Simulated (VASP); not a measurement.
# GaN (Fm-3m) in VASP: single point with PBEsol

Aim: the single point of GaN with PBEsol.

Everything below comes from runs of VASP 6.6.1. Logs are shortened: lines on timing, memory, paths and dates and some standing lists are left out, and cuts for length are marked.

**1. The cell of the first run**

It takes space group Fm-3m (No. 225, cubic). Conventional cell: a = 4.270 Å, b = 4.270 Å, c = 4.270 Å, α = 90.00°, β = 90.00°, γ = 90.00°. Ga (site symmetry m-3m) has 6 N at 2.14 Å within 2.8 Å. N (site symmetry m-3m) has 6 Ga at 2.14 Å within 2.8 Å.

**2. Single point, PBEsol**

Input file INCAR:

```
SYSTEM = GaN
ALGO = Normal
EDIFF = 1E-6
ENCUT = 600
GGA = PS
GGA_COMPAT = .FALSE.
ISIF = 2
ISMEAR = -1
LASPH = .TRUE.
LCHARG = .TRUE.
LELF = .TRUE.
LREAL = .FALSE.
LVHAR = .TRUE.
LWAVE = .FALSE.
NBANDS = 16
NELM = 120
PREC = Accurate
SIGMA = 0.01
```

Input file KPOINTS:

```
k-points
0
G
  1 1 1
  0 0 0
```

Input file POSCAR:

```
GaN
1.0
    0.0000000000      2.1352350000      2.1352350000
    2.1352350000      0.0000000000      2.1352350000
    2.1352350000      2.1352350000      0.0000000000
Ga N
1 1
Direct
    0.0000000000      0.0000000000      0.0000000000
    0.5000000000      0.5000000000      0.5000000000
```

Potentials or basis: VASP PAW PBE potentials, release 64 (Ga_d, N).

Launch:

```bash
> cat potpaw_PBE.64/Ga_d/POTCAR potpaw_PBE.64/N/POTCAR > POTCAR
> mpirun -np 1 vasp_gam > vasp.out
```

OUTCAR:

```text
SYSTEM = GaN
   EDIFF = 1E-6
   ENCUT = 600
   GGA = PS
   ISIF = 2
   ISMEAR = -1
   LASPH = .TRUE.
   LREAL = .FALSE.
   NELM = 120
   PREC = Accurate

 ion  position               nearest neighbor table
   1  0.000  0.000  0.000-   2 2.14   2 2.14   2 2.14   2 2.14   2 2.14   2 2.14
   2  0.500  0.500  0.500-   1 2.14   1 2.14   1 2.14   1 2.14   1 2.14   1 2.14

  LATTYP: Found a face centered cubic cell.
 ALAT       =     4.2704700000

  Lattice vectors:

 A1 = (   0.0000000000,   2.1352350000,   2.1352350000)
 A2 = (   2.1352350000,   0.0000000000,   2.1352350000)
 A3 = (   2.1352350000,   2.1352350000,   0.0000000000)

Analysis of symmetry for initial positions (statically):
=====================================================================
 Subroutine PRICEL returns:
 Original cell was already a primitive cell.

 Routine SETGRP: Setting up the symmetry group for a
 face centered cubic supercell.

 Subroutine GETGRP returns: Found 48 space group operations
 (whereof 48 operations were pure point group operations)
 out of a pool of 48 trial point group operations.

The static configuration has the point symmetry O_h .

Analysis of symmetry for dynamics (positions and initial velocities):
=====================================================================
 Subroutine PRICEL returns:
 Original cell was already a primitive cell.

 Routine SETGRP: Setting up the symmetry group for a
 face centered cubic supercell.

 Subroutine GETGRP returns: Found 48 space group operations
 (whereof 48 operations were pure point group operations)
 out of a pool of 48 trial point group operations.

The dynamic configuration has the point symmetry O_h .

 Subroutine INISYM returns: Found 48 space group operations
 (whereof 48 operations are pure point group operations),
 and found     1 'primitive' translations

----------------------------------------------------------------------------------------

                                     Primitive cell

  volume of cell :      19.4700

  direct lattice vectors                    reciprocal lattice vectors
     0.000000000  2.135235000  2.135235000    -0.234166263  0.234166263  0.234166263
     2.135235000  0.000000000  2.135235000     0.234166263 -0.234166263  0.234166263
[... 54 lines left out ...]
   ICHARG =      2    charge: 1-file 2-atom 10-const
   ISPIN  =      1    spin polarized calculation?
   LNONCOLLINEAR =      F non collinear calculations
   LSORBIT =      F    spin-orbit coupling
   LASPH  =      T    aspherical Exc in radial PAW
   ENCUT  =  600.0 eV  44.10 Ry    6.64 a.u.   6.03  6.03  6.03*2*pi/ulx,y,z
   NELM   =    120;   NELMIN=  2; NELMDL= -5     # of ELM steps
   EDIFF  = 0.1E-05   stopping-criterion for ELM
   LREAL  =      F    real-space projection
   EDIFFG = 0.1E-04   stopping-criterion for IOM
   NSW    =      0    number of steps for IOM
   IBRION =     -1    ionic relax: 0-MD 1-quasi-New 2-CG
   NFREE  =      0    steps in history (QN), initial steepest desc. (CG)
   ISIF   =      2    stress and relaxation
   ISYM   =      2    0-nonsym 1-usesym 2-fastsym
   POTIM  = 0.5000    time-step for ionic-motion
   TEBEG  =    0.0;   TEEND  =   0.0 temperature during run
   PSTRESS=    0.0 pullay stress
   NELECT =      18.0000    total number of electrons
   NUPDOWN=      -1.0000    fix difference up-down
   EMIN   =  10.00;   EMAX   =-10.00  energy-range for DOS
   EFERMI =   0.00;   METHOD = LEGACY
   ISMEAR =    -1;   SIGMA  =   0.01  broadening in eV -4-tet -1-fermi 0-gaus
   EFERMI_NEDOS =   21; number of points for ismear=-14 and -15
   IALGO  =     38    algorithm
   IMIX   =      4    mixing-type and parameters
     AMIX     =   0.40;   BMIX     =  1.00
     AMIX_MAG =   1.60;   BMIX_MAG =  1.00
  volume/ion in A,a.u.               =       9.74        65.70
  Fermi-wavevector in a.u.,A,eV,Ry     =   1.594814  3.013761 34.605481  2.543431
  Thomas-Fermi vector in A             =   2.692830
   LORBIT       =      0    0 simple, 1 ext, 2 COOP (PROOUT), +10 PAW based schemes
   GGA     = PS    functional components
   LHFCALC =     F    Hartree Fock is set to
   AEXX    =    0.0000 exact exchange contribution
   IVDW    =     0    specifies the selected vdW correction
   LEPSILON=     F    determine dielectric tensor
   LRPA    =     F    only Hartree local field effects (RPA)
 non-spin polarized calculation
  energy-cutoff  :      600.00
  volume of cell :       19.47
 maximum number of plane-waves:       323
   NGX = 13   NGY = 13   NGZ = 13

 number of electron      18.0000003 magnetization

 Free energy of the ion-electron system (eV)
  ---------------------------------------------------
  ext. energy  EPLUGINS =         0.00000000
  ---------------------------------------------------
  free energy    TOTEN  =         1.72616205 eV

  energy without entropy =        1.72616205  energy(sigma->0) =        1.72616205

 E-fermi :   9.7353     XC(G=0): -12.6365

 val. band max:        9.4035238741   @ k =   0.0000   0.0000   0.0000
 cond. band min:      11.0359728422   @ k =   0.0000   0.0000   0.0000
 fundamental gap:      1.6324489681
 Fermi energy:         9.7353163047

 k-point     1 :       0.0000    0.0000    0.0000
  band No.  band energies     occupation
      1      -8.3789      2.00000
      2      -8.3789      2.00000
      3      -8.3789      2.00000
      4      -8.2598      2.00000
      5      -8.2598      2.00000
      6      -8.1683      2.00000
[... 8 lines left out ...]
     15      22.6087      0.00000
     16      22.6087      0.00000

------------------------ aborting loop because EDIFF is reached ----------------------------------------

  FORCE on cell =-STRESS in cart. coord.  units (eV):
  Direction    XX          YY          ZZ          XY          YZ          ZX
  --------------------------------------------------------------------------------------
  -------------------------------------------------------------------------------------
  Total        2.0691892      2.0691892      2.0691892      0.0000000     -0.0000000      0.0000000
  in kB      170.2722019    170.2722019    170.2722019      0.0000000     -0.0000000      0.0000000
  external PRESSURE =     170.2722019 kB  Pullay stress =       0.0000000 kB

 VOLUME and BASIS-vectors are now :
 -----------------------------------------------------------------------------
  energy-cutoff  :      600.00
  volume of cell :       19.47
      direct lattice vectors                 reciprocal lattice vectors
     0.000000000  2.135235000  2.135235000    -0.234166263  0.234166263  0.234166263
     2.135235000  0.000000000  2.135235000     0.234166263 -0.234166263  0.234166263
     2.135235000  2.135235000  0.000000000     0.234166263  0.234166263 -0.234166263

 POSITION                                       TOTAL-FORCE (eV/Angst)
 -----------------------------------------------------------------------------------
      0.00000      0.00000      0.00000         0.000000     -0.000000      0.000000
      2.13524      2.13524      2.13524         0.000000      0.000000      0.000000
 -----------------------------------------------------------------------------------
    total drift:                                0.000000     -0.000000     -0.000000

  FREE ENERGIE OF THE ION-ELECTRON SYSTEM (eV)
  ---------------------------------------------------
  free  energy   TOTEN  =         1.7261620451 eV

  energy  without entropy=        1.7261620451  energy(sigma->0) =        1.72616205
```

OSZICAR:

```text
N       E                     dE             d eps       ncg     rms          rms(c)
DAV:   1     0.870862389740E+02    0.87086E+02   -0.10619E+04    48   0.255E+03
DAV:   2    -0.337898164060E+00   -0.87424E+02   -0.78965E+02    40   0.332E+02
DAV:   3    -0.511328051053E+01   -0.47754E+01   -0.47615E+01    48   0.613E+01
DAV:   4    -0.514927351480E+01   -0.35993E-01   -0.35992E-01    32   0.519E+00
DAV:   5    -0.514994800359E+01   -0.67449E-03   -0.67449E-03    56   0.534E-01    0.134E+01
DAV:   6     0.174356896127E+01    0.68935E+01   -0.16610E+01    40   0.363E+01    0.380E+00
DAV:   7     0.175010586214E+01    0.65369E-02   -0.79822E-01    32   0.551E+00    0.306E+00
DAV:   8     0.172114096288E+01   -0.28965E-01   -0.13123E-01    32   0.391E+00    0.483E-01
DAV:   9     0.172655419917E+01    0.54132E-02   -0.19928E-02    48   0.131E+00    0.110E-01
DAV:  10     0.172597809427E+01   -0.57610E-03   -0.16886E-03    32   0.264E-01    0.916E-02
DAV:  11     0.172616817562E+01    0.19008E-03   -0.43341E-04    32   0.139E-01    0.135E-02
DAV:  12     0.172616030309E+01   -0.78725E-05   -0.49278E-05    32   0.533E-02    0.123E-02
DAV:  13     0.172616183536E+01    0.15323E-05   -0.42241E-06    48   0.142E-02    0.679E-03
DAV:  14     0.172616204508E+01    0.20972E-06   -0.94742E-08    16   0.327E-03
   1 F= 0.17261620E+01 E0= 0.17261620E+01  d E =-.819024E-14
```

stdout:

```text
POSCAR found type information on POSCAR GaN
 POSCAR found :  2 types and       2 ions
 scaLAPACK will be used
 -----------------------------------------------------------------------------
|                                                                             |
|                                                                             |
|     You enforced a specific xc type in the INCAR file but a different       |
|     I HOPE YOU KNOW WHAT YOU ARE DOING!                                     |
|                                                                             |
 -----------------------------------------------------------------------------

 LDA part: xc-table for (Slater+PW92), standard interpolation
 POSCAR, INCAR and KPOINTS ok, starting setup
 FFT: planning ... GRIDC
 FFT: planning ... GRID_SOFT
 FFT: planning ... GRID
 WAVECAR not read
 entering main loop
```

Run time: 4.9 s. Hardware: 1 thread of Intel Xeon Platinum 8488C (Sapphire Rapids), shared host; peak memory 0.13 GiB.

Results:

* Free energy: 1.7262 eV
* Pressure: 17.0 GPa
* Band gap on the k mesh: 1.63 eV

Caveat: the k points lie up to 2.55 Å⁻¹ apart; the PAW data sets were made with another functional, which shifts forces and pressure a little.
